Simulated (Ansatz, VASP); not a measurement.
C: VASP beside Ansatz

```xyz
4
Lattice="2.4589 0.0000 0.0000 -1.2294 2.1295 0.0000 0.0000 0.0000 7.2447" Properties=species:S:1:pos:R:3 pbc="T T T"
C     0.0000    0.0000    1.8112
C     0.0000    0.0000    5.4335
C     0.0000    1.4196    1.8112
C     1.2294    0.7098    5.4335
```

Alike in both runs: functional PBEsol; k mesh 21 × 21 × 6; occupations gaussian, width 0.1 eV; no spin polarisation.

Ansatz relaxed the structure, and its values are those at the end. VASP's run is a single point on that final structure, the one shown.

|  | VASP | Ansatz |
| --- | --- | --- |
| version | VASP 6.6.1 | Ansatz 0.2.0 |
| potentials or method | VASP PAW PBE potentials, release 64 (C), cutoff 520 eV | scalar-relativistic, plane waves, PAW |
| valence electrons in the cell | 16 | 16 |

VASP gave:

- gap on the k mesh at the Fermi level (eV): none
- pressure (GPa): 0.6

Task: What did Ansatz give for the same quantities?

Result: gap on the k mesh at the Fermi level (eV): none; pressure (GPa): 0.0.

VASP's potentials were made for PBE, not for PBEsol. A gap of «none» marks a metal or a gap that the smearing closes.
